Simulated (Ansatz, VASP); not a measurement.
## Two plane-wave programs on B3N2Cl

```
B N Cl
1.0
     2.62404    0.00000    0.00000
     0.00000    2.62404    0.00000
     0.00000    0.00000    6.90128
B N Cl
3 2 1
Direct
  0.00000 0.00000 0.25293
  0.00000 0.00000 0.74707
  0.50000 0.50000 0.00000
  0.50000 0.00000 0.13158
  0.00000 0.50000 0.86842
  0.50000 0.50000 0.50000
```

Change from the starting cell: species swapped into the CsLi2I3 type (P-4m2, No. 115).

Alike in both runs: functional PBE; k mesh 6 × 6 × 2; occupations gaussian, width 0.1 eV; no spin polarisation.

Ansatz relaxed the structure, and its values are those at the end. VASP's run is a single point on that final structure, the one shown.

|  | VASP | Ansatz |
| --- | --- | --- |
| version | VASP 6.6.1 | Ansatz 0.2.0 |
| potentials or method | VASP PAW PBE potentials, release 64 (B, N, Cl), cutoff 520 eV | scalar-relativistic, plane waves, PAW |
| valence electrons in the cell | 26 | 26 |

|  | VASP | Ansatz | Ansatz less VASP |
| --- | --- | --- | --- |
| gap on the k mesh at the Fermi level (eV) | none | none | - |
| pressure (GPa) | 0.0 | 0.0 | -0.05 |

A gap of «none» marks a metal or a gap that the smearing closes.

The k mesh is coarse, so the values compare programs but aren't converged.
